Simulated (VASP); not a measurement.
CoC (CsCl type): single point with LDA

The system is CoC (CsCl type).

```
Co C
1.0
     2.13640    0.00000    0.00000
     0.00000    2.13640    0.00000
     0.00000    0.00000    2.13640
Co C
1 1
Direct
  0.00000 0.00000 0.00000
  0.50000 0.50000 0.50000
```

```json
{
 "Program": "VASP 6.6.1",
 "Task": "single point",
 "Functional": "LDA",
 "Potentials or basis": "VASP PAW LDA potentials, release 64 (Co, C)",
 "Cutoff": "520 eV",
 "k mesh": "16 × 16 × 16",
 "Occupations": "fermi-dirac, width 0.1 eV",
 "Spin": "collinear spin, ferromagnetic start",
 "Starting moments": "[1.7, 0.0] μB",
 "Dipole correction": "no",
 "Further INCAR settings": "ALGO = Normal; EDIFF = 1e-06; NBANDS = 18"
}
```

| Property | Result |
| --- | --- |
| Pressure | 349.1 GPa |
| Net moment | 0.00 μB per cell |

Levels at points of the mesh, in eV from the Fermi level:
Spin up:
```
           k point  band 3  band 4  band 5  band 6  band 7  band 8  band 9  band 10
(0.00, 0.00, 0.00)   -8.21   -2.00   -2.00   -2.00    0.19    0.19    0.19    18.78
(0.50, 0.00, 0.00)   -6.96   -6.38   -6.38   -1.72    0.23    6.77    6.77    15.12
(0.50, 0.50, 0.00)   -9.17   -6.74   -3.92   -3.92   -0.26    3.12    3.29    10.38
(0.50, 0.50, 0.50)  -12.99   -5.78   -0.14   -0.14    5.31    5.31    5.31     8.12
```
Spin down:
```
           k point  band 4  band 5  band 6  band 7  band 8  band 9
(0.00, 0.00, 0.00)   -2.00   -2.00   -2.00    0.19    0.19    0.19
(0.50, 0.00, 0.00)   -6.38   -6.38   -1.72    0.23    6.77    6.77
(0.50, 0.50, 0.00)   -6.74   -3.92   -3.92   -0.26    3.12    3.29
(0.50, 0.50, 0.50)   -5.78   -0.14   -0.14    5.31    5.31    5.31
```

Wall time 26 s on 1 thread of Intel(R) Xeon(R) Platinum 8488C (Sapphire Rapids) (shared host), peak memory 0.15 GiB.

Caveat: the cell stands under pressure; the moments typed at the start vanished in this run.
